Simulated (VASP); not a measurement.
Here is a VASP 6.6.1 calculation.

Contents of INCAR:

```
PREC = Accurate
ENCUT = 520
EDIFF = 1E-6
ISMEAR = 0
SIGMA = 0.05
LREAL = False
LASPH = True
NELM = 80
ALGO = Normal
ISIF = 2
LWAVE = False
LCHARG = True
GGA = PS
LELF = True
LVHAR = True
NBANDS = 16
```

Contents of KPOINTS:

```
Automatic mesh
0
Gamma
  8 8 8
```

The input POSCAR:

```
AgCl
1.0
    0.0000000000      2.6899555000      2.7731500000
    2.6899555000      0.0000000000      2.7731500000
    2.6899555000      2.6899555000      0.0000000000
Ag Cl
1 1
Direct
    0.5000000000      0.5000000000      0.5000000000
    0.0000000000      0.0000000000      0.0000000000
```

Potentials or basis: VASP PAW PBE potentials, release 64 (Ag, Cl).

The run is started by

```sh
$ cat potpaw_PBE.64/Ag/POTCAR potpaw_PBE.64/Cl/POTCAR > POTCAR
$ mpirun -np 1 vasp_std > vasp.out
```

Question: What does it give for the band gap on the k mesh?

Answer: 0.62 eV, indirect (least direct gap 3.25 eV).

Question: Predict the pressure.

Answer: 0.4 GPa.

Stress tensor (GPa, compression positive):
```
 0.74  0.00  0.00
 0.00  0.74  0.00
 0.00  0.00 -0.27
```

Caveat: the cell differs from its parent crystal (strain -0.030 along x and y, +0.000 along z); the PAW data sets were made with another functional, which shifts forces and pressure a little. A k mesh can miss the band edges.
